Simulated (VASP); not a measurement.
**Sc3Al: single point with PBEsol**

Crystal: Sc3Al.

```
Sc Al
1.0
     4.43473    0.00000    0.00000
     0.00000    4.43473    0.00000
     0.00000    0.00000    4.25734
Sc Al
3 1
Cartesian
  2.2174 0.0000 2.1287
  0.0000 2.2174 2.1287
  2.2174 2.2174 0.0000
  0.0000 0.0000 0.0000
```

This cell differs from its parent crystal: ratio of the length along z to the lengths across it x 0.96, volume and fractional coordinates fixed.

```
Program             : VASP 6.6.1
Task                : single point
Functional          : PBEsol
Potentials or basis : VASP PAW PBE potentials, release 64 (Sc_sv, Al)
Cutoff              : 520 eV
k mesh              : 12 × 12 × 12
Occupations         : gaussian, width 0.15 eV
Spin                : no spin polarisation
```

```
Pressure               : 0.1 GPa
Band gap on the k mesh : zero (bands 18 and 19 overlap by 1.46 eV)
```

Stress tensor (GPa, compression positive):
```
-0.74  0.00  0.00
 0.00 -0.74  0.00
 0.00  0.00  1.83
```

Levels at points of the mesh, in eV from the Fermi level:
```csv
k point,band 16,band 17,band 18,band 19,band 20,band 21
"(0.00, 0.00, 0.00)",-1.00,-0.50,-0.41,-0.41,0.54,0.54
"(0.50, 0.00, 0.00)",-0.91,-0.60,0.07,0.17,0.84,1.07
"(0.50, 0.50, 0.00)",-1.56,-0.78,0.39,0.52,0.52,1.25
"(0.00, 0.00, 0.50)",-0.89,-0.89,0.14,0.20,0.84,0.84
"(0.50, 0.00, 0.50)",-1.42,-1.04,0.16,0.43,0.49,1.06
"(0.50, 0.50, 0.50)",-1.49,-1.13,-1.07,-1.07,0.54,1.27
```

It took 3.3 min on 1 thread of Intel(R) Xeon(R) 6975P-C (Granite Rapids), with other jobs on the host, peak memory 0.45 GiB.

Caveat: the PAW data sets were made with another functional, which shifts forces and pressure a little.
